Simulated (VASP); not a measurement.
P, 2 atoms in the cell. The structure is hexagonal, space group P6_3/mmc (No. 194). The conventional cell has a = 2.163 Å, b = 2.163 Å, c = 3.468 Å, α = 90.00°, β = 90.00°, γ = 120.00°. Within 2.8 Å of P (site symmetry -6m2) lie 12 P at 2.14 to 2.16 Å. This isn't the form of P at room conditions, which is orthorhombic.

* Program: VASP 6.6.1
* Task: single point
* Functional: PBE
* Potentials or basis: VASP PAW PBE potentials, release 64 (P)
* Cutoff: 520 eV
* k mesh: 20 × 20 × 11
* Occupations: fermi-dirac, width 0.1 eV
* Spin: no spin polarisation
* Dipole correction: no
* Further INCAR settings: ALGO = Normal; EDIFF = 1e-07; NBANDS = 12

Potentials or basis: VASP PAW PBE potentials, release 64 (P).

Command:

```sh
$ cat potpaw_PBE.64/P/POTCAR > POTCAR
$ mpirun -np 1 vasp_std > vasp.out
```

Hardware: 1 thread of Intel Xeon 8259CL (shared host).

Q: How long does it take, and how much memory?

A: Run time: 36 s on 1 thread of Intel Xeon 8259CL, with other jobs on the host, peak memory 0.14 GiB. Counts: scf iterations 12, k points 264.
